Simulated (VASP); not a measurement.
# BAs (F-43m) in VASP: elastic constants with PBEsol

Aim: the elastic constants of BAs with PBEsol.

Program: VASP 6.6.1. These are calculated values, not measurements. Logs are shortened: lines on timing, memory, paths and dates and some standing lists are left out, and cuts for length are marked.

## Step 1: The cell of the first run

Symmetry: F-43m, No. 216, cubic system. The conventional cell has a = 4.768 Å, b = 4.768 Å, c = 4.768 Å, α = 90.00°, β = 90.00°, γ = 90.00°. B (site symmetry -43m) has 4 As at 2.06 Å within 2.7 Å. As (site symmetry -43m) has 4 B at 2.06 Å within 2.7 Å.

## Step 2: Elastic constants, PBEsol

INCAR reads:

```
SYSTEM = BAs
PREC     = Accurate       ! precision mode
ENCUT    = 600            ! plane-wave cutoff, eV
EDIFF    = 1E-8           ! SCF threshold, eV
ISMEAR   = 0              ! smearing method
SIGMA    = 0.05           ! smearing width, eV
LREAL    = .FALSE.        ! projectors in reciprocal space
LASPH    = .TRUE.         ! aspherical terms in the spheres
NELM     = 100            ! most SCF steps
ALGO     = Fast           ! electronic algorithm
ISIF     = 3              ! what is computed and relaxed
LWAVE    = .FALSE.        ! write WAVECAR
LCHARG   = .FALSE.        ! write CHGCAR
GGA      = PS             ! functional
IBRION   = 6              ! ionic algorithm
NFREE    = 2            
POTIM    = 0.015          ! step
NSW      = 1              ! ionic steps
```

KPOINTS reads:

```
regular mesh
0
G
  12 12 12
  0 0 0
```

POSCAR reads:

```
BAs
1.0
    0.0000000000      2.3839417728      2.3839417728
    2.3839417728      0.0000000000      2.3839417728
    2.3839417728      2.3839417728      0.0000000000
B As
1 1
Direct
    0.0000000000      0.0000000000      0.0000000000
    0.7500000000      0.7500000000      0.7500000000
```

Potentials or basis: VASP PAW PBE potentials, release 64 (B, As).

Started as:

```
cat potpaw_PBE.64/B/POTCAR potpaw_PBE.64/As/POTCAR > POTCAR
mpirun -np 1 vasp_std > vasp.out
```

OUTCAR:

```text
SYSTEM = BAs
   PREC = Accurate
   ENCUT = 600
   EDIFF = 1E-8
   ISMEAR = 0
   LREAL = .FALSE.
   LASPH = .TRUE.
   NELM = 100
   ISIF = 3
   GGA = PS
   IBRION = 6
   NFREE = 2
   POTIM = 0.015
   NSW = 1

 ion  position               nearest neighbor table
   1  0.000  0.000  0.000-   2 2.06   2 2.06   2 2.06   2 2.06
   2  0.750  0.750  0.750-   1 2.06   1 2.06   1 2.06   1 2.06

  LATTYP: Found a face centered cubic cell.
 ALAT       =     4.7678835456

  Lattice vectors:

 A1 = (   0.0000000000,   2.3839417728,   2.3839417728)
 A2 = (   2.3839417728,   0.0000000000,   2.3839417728)
 A3 = (   2.3839417728,   2.3839417728,   0.0000000000)

Analysis of symmetry for initial positions (statically):
=====================================================================
 Subroutine PRICEL returns:
 Original cell was already a primitive cell.

 Routine SETGRP: Setting up the symmetry group for a
 face centered cubic supercell.

 Subroutine GETGRP returns: Found 24 space group operations
 (whereof 24 operations were pure point group operations)
 out of a pool of 48 trial point group operations.

The static configuration has the point symmetry T_d .

Analysis of symmetry for dynamics (positions and initial velocities):
=====================================================================
 Subroutine PRICEL returns:
 Original cell was already a primitive cell.

 Routine SETGRP: Setting up the symmetry group for a
 face centered cubic supercell.

 Subroutine GETGRP returns: Found 24 space group operations
 (whereof 24 operations were pure point group operations)
 out of a pool of 48 trial point group operations.

The dynamic configuration has the point symmetry T_d .

 Subroutine INISYM returns: Found 24 space group operations
 (whereof 24 operations are pure point group operations),
 and found     1 'primitive' translations

----------------------------------------------------------------------------------------

                                     Primitive cell

  volume of cell :      27.0967

  direct lattice vectors                    reciprocal lattice vectors
     0.000000000  2.383941773  2.383941773    -0.209736666  0.209736666  0.209736666
     2.383941773  0.000000000  2.383941773     0.209736666 -0.209736666  0.209736666
     2.383941773  2.383941773  0.000000000     0.209736666  0.209736666 -0.209736666

  length of vectors
     3.371402787  3.371402787  3.371402787     0.363274562  0.363274562  0.363274562

  position of ions in fractional coordinates (direct lattice)
     0.000000000  0.000000000  0.000000000
     0.750000000  0.750000000  0.750000000

  ion indices of the primitive-cell ions
   primitive index   ion index
                 1           1
                 2           2

----------------------------------------------------------------------------------------

 KPOINTS: regular mesh

Automatic generation of k-mesh.
 Grid dimensions read from file:
 generate k-points for:   12   12   12

[... 109 lines left out ...]
  ext. energy  EPLUGINS =         0.00000000
  ---------------------------------------------------
  free energy    TOTEN  =       -12.20464183 eV

  energy without entropy =      -12.20464183  energy(sigma->0) =      -12.20464183

------------------------ aborting loop because EDIFF is reached ----------------------------------------

  FORCE on cell =-STRESS in cart. coord.  units (eV):
  Direction    XX          YY          ZZ          XY          YZ          ZX
  --------------------------------------------------------------------------------------
  -------------------------------------------------------------------------------------
  Total        0.1474497      0.1474497      0.1474497     -0.0000000     -0.0000000     -0.0000000
  in kB        8.7184170      8.7184170      8.7184170     -0.0000000     -0.0000000     -0.0000000
  external PRESSURE =       8.7184170 kB  Pullay stress =       0.0000000 kB
[... 89 lines left out ...]
  FREE ENERGIE OF THE ION-ELECTRON SYSTEM (eV)
  ---------------------------------------------------
  free  energy   TOTEN  =       -12.1970328848 eV

  energy  without entropy=      -12.1970328848  energy(sigma->0) =      -12.19703288

[... ionic steps 4 to 14 ...]

--------------------------------------- Ionic step       15  -------------------------------------------

 number of electron       8.0000000 magnetization

------------------------ aborting loop because EDIFF is reached ----------------------------------------
[... 67 lines left out ...]
--------------------------------------- Ionic step       17  -------------------------------------------

 number of electron       8.0000000 magnetization

 Free energy of the ion-electron system (eV)
  ---------------------------------------------------
  ext. energy  EPLUGINS =         0.00000000
  ---------------------------------------------------
  free energy    TOTEN  =       -12.20274894 eV

  energy without entropy =      -12.20274894  energy(sigma->0) =      -12.20274894

 E-fermi :   6.4537     XC(G=0): -10.7555

 val. band max:        6.2127929682   @ k =   0.0000   0.0000   0.0000
 cond. band min:       7.1803876403   @ k =   0.0000   0.4167   0.4167
 fundamental gap:      0.9675946722
 Fermi energy:         6.4536871599

 k-point     1 :       0.0000    0.0000    0.0000
  band No.  band energies     occupation
      1      -9.3827      2.00000
      2       6.0005      2.00000
      3       6.1077      2.00000
      4       6.2128      2.00000
      5       9.2725      0.00000
      6       9.3525      0.00000
      7       9.4355      0.00000
      8      10.8614      0.00000
[... 243 lines left out ...]
 k-point    24 :      -0.4167    0.1667    0.0000
  band No.  band energies     occupation
      1      -6.1889      2.00000
      2      -2.3325      2.00000
      3       2.0765      2.00000
      4       3.7490      2.00000
      5       9.2800      0.00000
      6      11.6143      0.00000
      7      12.0777      0.00000
      8      15.2809      0.00000

 [... further k-points ...]

------------------------ aborting loop because EDIFF is reached ----------------------------------------

  FORCE on cell =-STRESS in cart. coord.  units (eV):
  Direction    XX          YY          ZZ          XY          YZ          ZX
  --------------------------------------------------------------------------------------
  -------------------------------------------------------------------------------------
  Total        0.1476587      0.1512930      0.1512930      0.0000000     -0.1177244      0.0000000
  in kB        8.7307730      8.9456648      8.9456648      0.0000000     -6.9608169      0.0000000
  external PRESSURE =       8.8740342 kB  Pullay stress =       0.0000000 kB
[... 17 lines left out ...]
  FREE ENERGIE OF THE ION-ELECTRON SYSTEM (eV)
  ---------------------------------------------------
  free  energy   TOTEN  =       -12.2027489396 eV

  energy  without entropy=      -12.2027489396  energy(sigma->0) =      -12.20274894

 INTERNAL STRAIN TENSORS FROM STRAINED CELLS
 ============================================

 INTERNAL STRAIN TENSOR FOR ION    1 for displacements in x,y,z  (eV/Angst):
          X           Y           Z          XY          YZ          ZX
  --------------------------------------------------------------------------------
  x     0.00000    -0.00000    -0.00000     0.00000    -7.84972    -0.00000
  y     0.00000     0.00000    -0.00000     0.00000    -0.00000    -7.84979
  z     0.00000     0.00000    -0.00000    -7.84988    -0.00000     0.00000

 INTERNAL STRAIN TENSORS FROM DISPLACED ATOMS
 ============================================

 INTERNAL STRAIN TENSOR FOR ION    1 for displacements in x,y,z  (eV/Angst):
          X           Y           Z          XY          YZ          ZX
  --------------------------------------------------------------------------------
  x     0.00000     0.00000     0.00000     0.00000    -7.84388     0.00000
  y    -0.00000     0.00000    -0.00000     0.00000     0.00000    -7.84388
  z     0.00000     0.00000     0.00000    -7.84388     0.00000     0.00000

 INTERNAL STRAIN TENSOR FOR ION    2 for displacements in x,y,z  (eV/Angst):
          X           Y           Z          XY          YZ          ZX
  --------------------------------------------------------------------------------
  x     0.00000     0.00000     0.00000     0.00000     7.84925     0.00000
  y    -0.00000     0.00000    -0.00000     0.00000     0.00000     7.84925
  z     0.00000     0.00000     0.00000     7.84925     0.00000     0.00000

 Eigenvectors and eigenvalues of the dynamical matrix
 ----------------------------------------------------

   1 f  =   20.861787 THz   131.078476 2PiTHz  695.874321 cm-1    86.277381 meV
             X         Y         Z           dx          dy          dz
      0.000000  0.000000  0.000000     0.000000    0.934822    0.000000
      3.575913  3.575913  3.575913     0.000000   -0.355117    0.000000
[... 21 lines left out ...]
   6 f/i=    0.000226 THz     0.001420 2PiTHz    0.007541 cm-1     0.000935 meV
             X         Y         Z           dx          dy          dz
      0.000000  0.000000  0.000000     0.000000    0.000000   -0.355117
      3.575913  3.575913  3.575913     0.000000    0.000000   -0.934822

--------------------------------------------------------------------------------------------------------

 ELASTIC MODULI CONTR FROM IONIC RELAXATION (kBar)
 Direction    XX          YY          ZZ          XY          YZ          ZX
 --------------------------------------------------------------------------------
 XX          -0.0000     -0.0000     -0.0000     -0.0000     -0.0000      0.0000
 YY          -0.0000     -0.0000     -0.0000     -0.0000     -0.0000     -0.0000
 ZZ          -0.0000     -0.0000     -0.0000     -0.0000     -0.0000      0.0000
 XY          -0.0000     -0.0000     -0.0000   -216.3783      0.0000      0.0000
 YZ          -0.0000     -0.0000     -0.0000      0.0000   -216.3783      0.0000
 ZX           0.0000     -0.0000      0.0000      0.0000      0.0000   -216.3783
 --------------------------------------------------------------------------------

 TOTAL ELASTIC MODULI (kBar)
 Direction    XX          YY          ZZ          XY          YZ          ZX
 --------------------------------------------------------------------------------
 XX        2800.1177    752.4171    752.4171      0.0000     -0.0000     -0.0000
 YY         752.4171   2800.1177    752.4171     -0.0000     -0.0000     -0.0000
 ZZ         752.4171    752.4171   2800.1177     -0.0000     -0.0000     -0.0000
 XY           0.0000     -0.0000     -0.0000   1505.0574      0.0000      0.0000
 YZ          -0.0000     -0.0000     -0.0000      0.0000   1505.0574      0.0000
 ZX          -0.0000     -0.0000     -0.0000      0.0000      0.0000   1505.0574
 --------------------------------------------------------------------------------
```

Wall time 6.2 min (1 thread of Intel Xeon 6975P-C (Granite Rapids), shared host); peak memory 0.38 GiB.

Results:

```
Elastic constants C11, C12, C44                         : 280, 75, 151 GPa
Voigt bulk modulus                                      : 143 GPa
Highest phonon frequency at Γ, LO-TO splitting left out : 696 cm⁻¹
```

Phonon frequencies in cm⁻¹ (negative: imaginary):
| q point | frequencies |
| --- | --- |
| (0.000, 0.000, 0.000) | 0 0 0 696 696 696 |

Elastic tensor in Voigt notation (GPa, in the Cartesian axes of the cell as first typed):
```
280  75  75   0   0   0
 75 280  75   0   0   0
 75  75 280   0   0   0
  0   0   0 151   0   0
  0   0   0   0 151   0
  0   0   0   0   0 151
```

Clamped-ion elastic tensor (GPa):
```
280  75  75   0   0   0
 75 280  75   0   0   0
 75  75 280   0   0   0
  0   0   0 172   0   0
  0   0   0   0 172   0
  0   0   0   0   0 172
```

Caveat: the PAW data sets were made with another functional, which shifts forces and pressure a little.
